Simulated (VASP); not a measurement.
# LiF (P1) in VASP: a series of runs

LiF is run at these levels: PBE; tasks: single point.

All numbers are computed with VASP 6.6.1; they aren't measurements. Logs are shortened: lines on timing, memory, paths and dates and some standing lists are left out, and cuts for length are marked.

## 1. The cell of the first run

The typed cell holds 16 atoms: a = 5.774 Å, b = 5.774 Å, c = 6.202 Å, α = 105.58°, β = 105.58°, γ = 115.03°.

## 2. Single point, PBE

Contents of INCAR:

```
PREC = Accurate
ENCUT = 520
EDIFF = 1E-7
ISMEAR = -1
SIGMA = 0.1034
LREAL = Auto
LASPH = True
NELM = 100
ALGO = Normal
ISIF = 2
LWAVE = False
LCHARG = False
GGA = PE
NBANDS = 54
```

Contents of KPOINTS:

```
Automatic mesh
0
Gamma
  6 6 6
```

Contents of POSCAR:

```
LiF
1.0
    1.5506099803     -2.6857352686     -4.8705860953
    1.5506099803     -2.6857352686      4.8705860953
   -6.2024399212      0.0000000001      0.0000000000
Li F
8 8
Direct
    0.9509525861      0.3390798253      0.3688796696
    0.4491878602      0.8244355854      0.2845661064
    0.9929333444      0.3819456132      0.8361472690
    0.4594155007      0.8497330195      0.8056021723
    0.9041916066      0.8164472453      0.1746629217
    0.4273899425      0.2731248898      0.1489087699
    0.8223036453      0.7663344193      0.6308020615
    0.3766806020      0.2598151048      0.6510108291
    0.6811110390      0.6715528700      0.3278651434
    0.1708393770      0.1631648190      0.3175151273
    0.6584326526      0.6836919834      0.8454967194
    0.1784236029      0.1342529196      0.8341828628
    0.0977834268      0.5713212021      0.1791545709
    0.5895398027      0.0774820601      0.1889096726
    0.0778390272      0.5949407901      0.6563754595
    0.6043829165      0.0839733300      0.6868180326
```

Potentials or basis: VASP PAW PBE potentials, release 64 (Li_sv, F).

Command:

```sh
$ cat potpaw_PBE.64/Li_sv/POTCAR potpaw_PBE.64/F/POTCAR > POTCAR
$ mpirun -np 1 vasp_std > vasp.out
```

OUTCAR:

```text
PREC = Accurate
   ENCUT = 520
   EDIFF = 1E-7
   ISMEAR = -1
   LREAL = Auto
   LASPH = True
   NELM = 100
   ISIF = 2
   GGA = PE

 ion  position               nearest neighbor table
   1  0.951  0.339  0.369-  15 1.69  14 1.75  10 1.97  13 2.08
   2  0.449  0.824  0.285-  14 1.69  13 1.72   9 1.89  16 2.22
   3  0.993  0.382  0.836-  15 1.88  13 1.89  16 1.90  12 2.12
   4  0.459  0.850  0.806-  16 1.73  11 1.79  15 1.82  14 2.11
   5  0.904  0.816  0.175-  10 1.69   9 1.85  11 1.86  13 2.14
   6  0.427  0.273  0.149-  14 1.77  12 1.79   9 1.89  10 2.02
[... 8 lines left out ...]
  15  0.078  0.595  0.656-   1 1.69   4 1.82   3 1.88   7 2.09
  16  0.604  0.084  0.687-   4 1.73   3 1.90   8 1.98   2 2.22

  LATTYP: Found a face centered orthorhombic cell.
 ALAT       =     6.2024399212
 B/A-ratio  =     1.5705387419
 C/A-ratio  =     1.7320508076

  Lattice vectors:

 A1 = (  -4.6518299409,  -2.6857352685,   4.8705860953)
 A2 = (  -3.1012199606,  -5.3714705371,   0.0000000000)
 A3 = (   1.5506099803,  -2.6857352686,   4.8705860953)

Analysis of symmetry for initial positions (statically):
=====================================================================
 Subroutine PRICEL returns:
 Original cell was already a primitive cell.

 Routine SETGRP: Setting up the symmetry group for a
 face centered orthorhombic supercell.

 Subroutine GETGRP returns: Found  1 space group operations
 (whereof  1 operations were pure point group operations)
 out of a pool of  8 trial point group operations.

The static configuration has the point symmetry C_1 .

Analysis of symmetry for dynamics (positions and initial velocities):
=====================================================================
 Subroutine PRICEL returns:
 Original cell was already a primitive cell.

 Routine SETGRP: Setting up the symmetry group for a
 face centered orthorhombic supercell.

 Subroutine GETGRP returns: Found  1 space group operations
 (whereof  1 operations were pure point group operations)
 out of a pool of  8 trial point group operations.

The dynamic configuration has the point symmetry C_1 .

 Subroutine INISYM returns: Found  1 space group operations
 (whereof  1 operations are pure point group operations),
 and found     1 'primitive' translations

----------------------------------------------------------------------------------------

                                     Primitive cell

  volume of cell :     162.2695

  direct lattice vectors                    reciprocal lattice vectors
     1.550609980 -2.685735269 -4.870586095    -0.000000000 -0.186168758 -0.102657050
     1.550609980 -2.685735269  4.870586095    -0.000000000 -0.186168758  0.102657050
    -6.202439921  0.000000000  0.000000000    -0.161226874 -0.093084379  0.000000000

  length of vectors
     5.774095094  5.774095094  6.202439921     0.212596511  0.212596511  0.186168758

  position of ions in fractional coordinates (direct lattice)
     0.950952586  0.339079825  0.368879670
     0.449187860  0.824435585  0.284566106
     0.992933344  0.381945613  0.836147269
     0.459415501  0.849733020  0.805602172
     0.904191607  0.816447245  0.174662922
     0.427389942  0.273124890  0.148908770
[... 8 lines left out ...]
     0.077839027  0.594940790  0.656375459
     0.604382917  0.083973330  0.686818033

  ion indices of the primitive-cell ions
   primitive index   ion index
                 1           1
                 2           2
                 3           3
                 4           4
                 5           5
                 6           6
[... 8 lines left out ...]
                15          15
                16          16

----------------------------------------------------------------------------------------

 KPOINTS: Automatic mesh

Automatic generation of k-mesh.
 Grid dimensions read from file:
 generate k-points for:    6    6    6

 Generating k-lattice:

  Cartesian coordinates                     Fractional coordinates (reciprocal lattice)
    -0.000000000 -0.031028126 -0.017109508     0.166666667  0.000000000  0.000000000
    -0.000000000 -0.031028126  0.017109508     0.000000000  0.166666667  0.000000000
    -0.026871146 -0.015514063  0.000000000     0.000000000  0.000000000  0.166666667

  Length of vectors
     0.035432752  0.035432752  0.031028126

  Shift w.r.t. Gamma in fractional coordinates (k-lattice)
     0.000000000  0.000000000  0.000000000

 Subroutine IBZKPT returns following result:
 ===========================================

 Found    112 irreducible k-points:

 Following reciprocal coordinates:
            Coordinates               Weight
  0.000000  0.000000  0.000000      1.000000
  0.166667  0.000000  0.000000      2.000000
  0.000000  0.166667 -0.166667      2.000000
 -0.000000 -0.166667 -0.000000      2.000000
 -0.166667 -0.000000  0.166667      2.000000
  0.333333  0.000000  0.000000      2.000000
[... 16 lines left out ...]
  0.500000 -0.166667 -0.333333      2.000000
 -0.333333  0.166667 -0.000000      2.000000
 [... further k-points ...]
   k-points           NKPTS =    112   k-points in BZ     NKDIM =    112   number of bands    NBANDS=     54
   number of dos      NEDOS =    301   number of ions     NIONS =     16
   total plane-waves  NPLWV = 110592
   dimension x,y,z NGX =    48 NGY =   48 NGZ =   48
   dimension x,y,z NGXF=    96 NGYF=   96 NGZF=   96
   ions per type =               8   8
   NGX,Y,Z   is equivalent  to a cutoff of  13.82, 13.82, 12.87 a.u.
   NGXF,Y,Z  is equivalent  to a cutoff of  27.64, 27.64, 25.73 a.u.
 SYSTEM =  unknown system
   PREC   = accura    normal or accurate (medium, high low for compatibility)
   ISTART =      0    job   : 0-new  1-cont  2-samecut
   ICHARG =      2    charge: 1-file 2-atom 10-const
   ISPIN  =      1    spin polarized calculation?
   LNONCOLLINEAR =      F non collinear calculations
   LSORBIT =      F    spin-orbit coupling
   LASPH  =      T    aspherical Exc in radial PAW
   ENCUT  =  520.0 eV  38.22 Ry    6.18 a.u.  10.74 10.74 11.53*2*pi/ulx,y,z
   NELM   =    100;   NELMIN=  2; NELMDL= -5     # of ELM steps
   EDIFF  = 0.1E-06   stopping-criterion for ELM
   LREAL  =      T    real-space projection
   EDIFFG = 0.1E-05   stopping-criterion for IOM
   NSW    =      0    number of steps for IOM
   IBRION =     -1    ionic relax: 0-MD 1-quasi-New 2-CG
   NFREE  =      0    steps in history (QN), initial steepest desc. (CG)
   ISIF   =      2    stress and relaxation
   ISYM   =      2    0-nonsym 1-usesym 2-fastsym
   POTIM  = 0.5000    time-step for ionic-motion
   TEBEG  =    0.0;   TEEND  =   0.0 temperature during run
   PSTRESS=    0.0 pullay stress
   NELECT =      80.0000    total number of electrons
   NUPDOWN=      -1.0000    fix difference up-down
   EMIN   =  10.00;   EMAX   =-10.00  energy-range for DOS
   EFERMI =   0.00;   METHOD = LEGACY
   ISMEAR =    -1;   SIGMA  =   0.10  broadening in eV -4-tet -1-fermi 0-gaus
   EFERMI_NEDOS =   21; number of points for ismear=-14 and -15
   IALGO  =     38    algorithm
   IMIX   =      4    mixing-type and parameters
     AMIX     =   0.40;   BMIX     =  1.00
     AMIX_MAG =   1.60;   BMIX_MAG =  1.00
  volume/ion in A,a.u.               =      10.14        68.44
  Fermi-wavevector in a.u.,A,eV,Ry     =   1.293280  2.443944 22.756733  1.672573
  Thomas-Fermi vector in A             =   2.424935
   LORBIT       =      0    0 simple, 1 ext, 2 COOP (PROOUT), +10 PAW based schemes
   GGA     = PE    functional components
   LHFCALC =     F    Hartree Fock is set to
   AEXX    =    0.0000 exact exchange contribution
   IVDW    =     0    specifies the selected vdW correction
   LEPSILON=     F    determine dielectric tensor
   LRPA    =     F    only Hartree local field effects (RPA)
 non-spin polarized calculation
  energy-cutoff  :      520.00
  volume of cell :      162.27
 maximum number of plane-waves:      4396
 NGX is ok and might be reduce to    48
   NGX = 21   NGY = 21   NGZ = 23

 number of electron      80.0000002 magnetization

 Free energy of the ion-electron system (eV)
  ---------------------------------------------------
  ext. energy  EPLUGINS =         0.00000000
  ---------------------------------------------------
  free energy    TOTEN  =       -75.92863744 eV

  energy without entropy =      -75.92863744  energy(sigma->0) =      -75.92863744

 E-fermi :   0.2385     XC(G=0):  -8.7311

 val. band max:       -2.2998800154   @ k =   0.0000   0.0000   0.0000
 cond. band min:       5.0152853885   @ k =   0.0000   0.0000   0.0000
 fundamental gap:      7.3151654038
 Fermi energy:         0.2385008305

 k-point     1 :       0.0000    0.0000    0.0000
  band No.  band energies     occupation
      1     -43.4143      2.00000
      2     -43.3765      2.00000
      3     -43.0858      2.00000
      4     -43.0175      2.00000
      5     -42.9958      2.00000
      6     -42.9672      2.00000
[... 44 lines left out ...]
     51      11.7217      0.00000
     52      12.2254      0.00000

 k-point     2 :       0.1667    0.0000    0.0000
  band No.  band energies     occupation
      1     -43.4141      2.00000
      2     -43.3766      2.00000
      3     -43.0856      2.00000
      4     -43.0170      2.00000
      5     -42.9962      2.00000
      6     -42.9670      2.00000
[... 44 lines left out ...]
     51      11.9624      0.00000
     52      12.1993      0.00000

 k-point     3 :       0.0000    0.1667   -0.1667
  band No.  band energies     occupation
      1     -43.4142      2.00000
      2     -43.3764      2.00000
      3     -43.0856      2.00000
      4     -43.0170      2.00000
      5     -42.9959      2.00000
      6     -42.9675      2.00000
[... 44 lines left out ...]
     51      11.9528      0.00000
     52      12.3057      0.00000
[... 1046 lines left out ...]
 k-point    23 :       0.5000   -0.1667   -0.3333
  band No.  band energies     occupation
      1     -43.4136      2.00000
      2     -43.3769      2.00000
      3     -43.0851      2.00000
      4     -43.0148      2.00000
      5     -42.9980      2.00000
      6     -42.9665      2.00000
[... 44 lines left out ...]
     51      12.0313      0.00000
     52      12.3900      0.00000

 k-point    24 :      -0.3333    0.1667   -0.0000
  band No.  band energies     occupation
      1     -43.4138      2.00000
      2     -43.3768      2.00000
      3     -43.0854      2.00000
      4     -43.0158      2.00000
      5     -42.9974      2.00000
      6     -42.9663      2.00000
[... 44 lines left out ...]
     51      12.1593      0.00000
     52      12.2623      0.00000

 [... further k-points ...]

 [bands above 52 left out]

------------------------ aborting loop because EDIFF is reached ----------------------------------------

  FORCE on cell =-STRESS in cart. coord.  units (eV):
  Direction    XX          YY          ZZ          XY          YZ          ZX
  --------------------------------------------------------------------------------------
  -------------------------------------------------------------------------------------
  Total        3.8222887      5.1489918      1.1106924      0.4757510     -0.2352399      0.7731809
  in kB       37.7395811     50.8388585     10.9664840      4.6973544     -2.3226541      7.6340447
  external PRESSURE =      33.1816412 kB  Pullay stress =       0.0000000 kB

 VOLUME and BASIS-vectors are now :
 -----------------------------------------------------------------------------
  energy-cutoff  :      520.00
  volume of cell :      162.27
      direct lattice vectors                 reciprocal lattice vectors
     1.550609980 -2.685735269 -4.870586095    -0.000000000 -0.186168758 -0.102657050
     1.550609980 -2.685735269  4.870586095    -0.000000000 -0.186168758  0.102657050
    -6.202439921  0.000000000  0.000000000    -0.161226874 -0.093084379  0.000000000

 POSITION                                       TOTAL-FORCE (eV/Angst)
 -----------------------------------------------------------------------------------
     -0.28762     -3.46469     -2.98018         1.396383     -0.328038     -0.476770
      0.20989     -3.42062      1.82768        -0.990131     -0.173310     -0.303200
     -3.05425     -3.69256     -2.97587        -0.508122      0.338640     -0.122197
     -2.96672     -3.51603      1.90108        -0.583380     -0.055388      0.296592
      1.58470     -4.62118     -0.42737         0.144718      0.895531     -0.634198
      0.16263     -1.88140     -0.75136        -0.336199      0.211579      0.618171
[... 8 lines left out ...]
     -3.02791     -1.80691      2.51859        -0.968030      0.034812      0.053991
     -3.19258     -1.84874     -2.53470         0.953411     -0.355328      0.264661
 -----------------------------------------------------------------------------------
    total drift:                                0.001290     -0.019042      0.000307

  FREE ENERGIE OF THE ION-ELECTRON SYSTEM (eV)
  ---------------------------------------------------
  free  energy   TOTEN  =       -75.9286374428 eV

  energy  without entropy=      -75.9286374427  energy(sigma->0) =      -75.92863744
```

It took 35 min on 1 thread of Intel Xeon Platinum 8559C (Emerald Rapids), shared host; peak memory 0.69 GiB.

Results:

```yaml
Free_energy: -75.9286 eV
Largest_force: 1.750 eV/Å
Band_gap_on_the_k_mesh: 7.32 eV
```

Forces in eV/Å, atoms in the order of the input:
```
Li   1.396 -0.328 -0.477
Li  -0.990 -0.173 -0.303
Li  -0.508  0.339 -0.122
Li  -0.583 -0.055  0.297
Li   0.145  0.896 -0.634
Li  -0.336  0.212  0.618
Li  -1.286 -1.060 -0.534
Li  -0.177 -0.242 -0.346
F    0.946  0.619  0.266
F   -0.430 -0.948  0.189
F    0.203  0.575 -0.526
F    0.666 -0.081  0.699
F    0.202  0.561  0.543
F    0.767  0.007  0.011
F   -0.968  0.035  0.054
F    0.953 -0.355  0.265
```

Caveat: the cutoff is under 1.25 times the usual one of these potentials, so pressure, stress and relaxed cells hold a basis-set (Pulay) error; the atoms stand as in a frame of molecular dynamics; forces of over 1 eV/Å act on the atoms, so gaps and moduli don't describe the material at rest. A k mesh can miss the band edges.

## 3. Single point, PBE

Contents of INCAR:

```
SYSTEM = LiF
ALGO = Normal
EDIFF = 1E-6
ENCUT = 520
GGA = PE
ISIF = 2
ISMEAR = -1
LASPH = .TRUE.
LCHARG = .TRUE.
LELF = .TRUE.
LREAL = Auto
LVHAR = .TRUE.
LWAVE = .FALSE.
NBANDS = 54
NELM = 100
PREC = Accurate
SIGMA = 0.1034
```

Contents of KPOINTS:

```
Automatic mesh
0
Gamma
  2 2 2
  0.5 0.5 0.5
```

Contents of POSCAR:

```
LiF
1.0
    1.5506099803     -2.6857352686     -4.8705860953
    1.5506099803     -2.6857352686      4.8705860953
   -6.2024399212      0.0000000001      0.0000000000
Li F
8 8
Direct
    0.9467637021      0.3188331122      0.3522101107
    0.4627426450      0.8519222966      0.2940209986
    1.0000636895      0.3229408678      0.8549782244
    0.4466754348      0.8374384689      0.8037477022
    0.8709560711      0.7706040825      0.1706440644
    0.4113831278      0.2926777013      0.1399137693
    0.8921010088      0.7506361037      0.6969527503
    0.4289752176      0.2643135148      0.6246100691
    0.6748206443      0.6708268744      0.3796664703
    0.1511473167      0.1568238410      0.2948198087
    0.6515491148      0.6670022858      0.8477852310
    0.2356585652      0.1998936703      0.8069989725
    0.0728680596      0.5814399135      0.1456738775
    0.5790534512      0.1065390648      0.1754170313
    0.0339098159      0.5374488053      0.6701579432
    0.6313612087      0.0975010224      0.7024659820
```

Potentials or basis: VASP PAW PBE potentials, release 64 (Li_sv, F).

Command:

```sh
$ cat potpaw_PBE.64/Li_sv/POTCAR potpaw_PBE.64/F/POTCAR > POTCAR
$ mpirun -np 1 vasp_std > vasp.out
```

Wall time 68 s (1 thread of Intel Xeon Platinum 8559C (Emerald Rapids), shared host); peak memory 0.3 GiB.

The run converged. Its results:

```yaml
Free_energy: -75.8123 eV
Largest_force: 1.257 eV/Å
Band_gap_on_the_k_mesh: 8.07 eV (least direct gap 8.11 eV)
```

Forces in eV/Å, atoms in the order of the input:
```
Li   0.435 -0.697  0.004
Li  -0.821  0.224 -0.209
Li   0.340 -0.244  0.260
Li  -0.266 -0.041  0.067
Li  -0.075 -0.075 -0.430
Li  -0.305  0.020  0.421
Li   0.202 -0.246  0.625
Li  -0.146 -0.179  0.267
F    0.923  0.029  0.318
F   -0.139 -0.130 -0.229
F    0.235 -0.074  0.046
F   -0.890  0.887 -0.044
F   -0.680 -0.432 -0.102
F    0.231  0.670 -0.651
F    0.374 -0.769 -0.501
F    0.583  1.056  0.158
```

Levels at points of the mesh, in eV from the valence-band top:
| k point | band 38 | band 39 | band 40 | band 41 | band 42 | band 43 |
| --- | --- | --- | --- | --- | --- | --- |
| (0.25, 0.25, 0.25) | -0.17 | -0.13 | -0.01 | 9.16 | 9.36 | 9.55 |

Caveat: the k points lie up to 0.67 Å⁻¹ apart; the cutoff is under 1.25 times the usual one of these potentials, so pressure, stress and relaxed cells hold a basis-set (Pulay) error; the atoms stand as in a frame of molecular dynamics; a shifted mesh leaves out Γ, where band edges can lie; forces of over 1 eV/Å act on the atoms, so gaps and moduli don't describe the material at rest.

(Continued in part 2 of 2.)
